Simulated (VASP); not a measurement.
IrRu2: single point with PBE

IrRu2:

```
Ru Ir
1.0
     2.70598    0.00000    0.00000
    -1.35299    2.34345    0.00000
     0.00000    0.00000    6.64164
Ru Ir
2 1
Cartesian
  0.0000 1.5623 4.3946
  1.3530 0.7811 2.2470
  0.0000 0.0000 0.0000
```

| Quantity | Value |
| --- | --- |
| Program | VASP 6.6.1 |
| Task | single point |
| Functional | PBE |
| Potentials or basis | VASP PAW PBE potentials, release 64 (Ru_pv, Ir) |
| Cutoff | 520 eV |
| k mesh | 6 × 6 × 4 |
| Occupations | gaussian, width 0.1 eV |
| Spin | no spin polarisation |
| Dipole correction | no |
| Further INCAR settings | ALGO = Normal; EDIFF = 1e-06; NBANDS = 26 |

```
Pressure               : 1.4 GPa
Largest force          : 0.019 eV/Å
Band gap on the k mesh : zero (an odd number of electrons rules out a gap without spin polarisation)
```

Forces in eV/Å, atoms in the order of the input:
```
Ru   0.000  0.000  0.019
Ru   0.000  0.000 -0.019
Ir   0.000  0.000  0.000
```

Stress tensor (GPa, compression positive):
```
 2.41  0.00  0.00
 0.00  2.41  0.00
 0.00  0.00 -0.62
```

Levels at points of the mesh, in eV from the Fermi level:
| k point | band 16 | band 17 | band 18 | band 19 | band 20 | band 21 |
| --- | --- | --- | --- | --- | --- | --- |
| (0.00, 0.00, 0.00) | -2.55 | -2.33 | -2.01 | -0.50 | -0.50 | 0.19 |
| (0.50, 0.00, 0.00) | -2.09 | 1.32 | 1.42 | 1.49 | 1.89 | 1.90 |
| (0.00, 0.00, 0.50) | -2.39 | -2.39 | -0.80 | -0.80 | -0.49 | -0.49 |
| (0.50, 0.00, 0.50) | -0.25 | 0.22 | 0.37 | 1.36 | 1.36 | 1.57 |

It took 43 s on 1 thread of Intel Xeon 8259CL, on a shared host, peak memory 0.17 GiB.

Caveat: the k points lie up to 0.45 Å⁻¹ apart, too coarse for converged energies and pressures of a metal; spin-orbit coupling is left out, which moves the levels of the heavy elements.
